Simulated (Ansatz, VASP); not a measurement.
## Two plane-wave programs on Sn

```
Sn
1.0
    -1.89465    1.89465    1.83781
     1.89465   -1.89465    1.83781
     1.89465    1.89465   -1.83781
Sn
1
Direct
  0.00000 0.00000 0.00000
```

Change from the starting cell: strain +0.000 along x and y, -0.030 along z, atoms carried along.

Alike in both runs: task single point; functional LDA; k mesh 18 × 18 × 18; occupations gaussian, width 0.15 eV; no spin polarisation.

|  | VASP | Ansatz |
| --- | --- | --- |
| version | VASP 6.6.1 | Ansatz 0.2.0 |
| potentials or method | VASP PAW LDA potentials, release 64 (Sn_d), cutoff 520 eV | scalar-relativistic, plane waves, PAW |
| valence electrons in the cell | 14 | 14 |

|  | VASP | Ansatz | Ansatz less VASP |
| --- | --- | --- | --- |
| gap on the k mesh at the Fermi level (eV) | none | none | - |
| pressure (GPa) | -1.8 | -1.8 | -0.03 |
| traceless stress, the component that is largest in VASP (GPa) | -0.56 | -0.56 | +0.005 |

LDA's correlation is that of Perdew and Zunger in VASP and of Perdew and Wang (1992) in Ansatz. A gap of «none» marks a metal or a gap that the smearing closes.
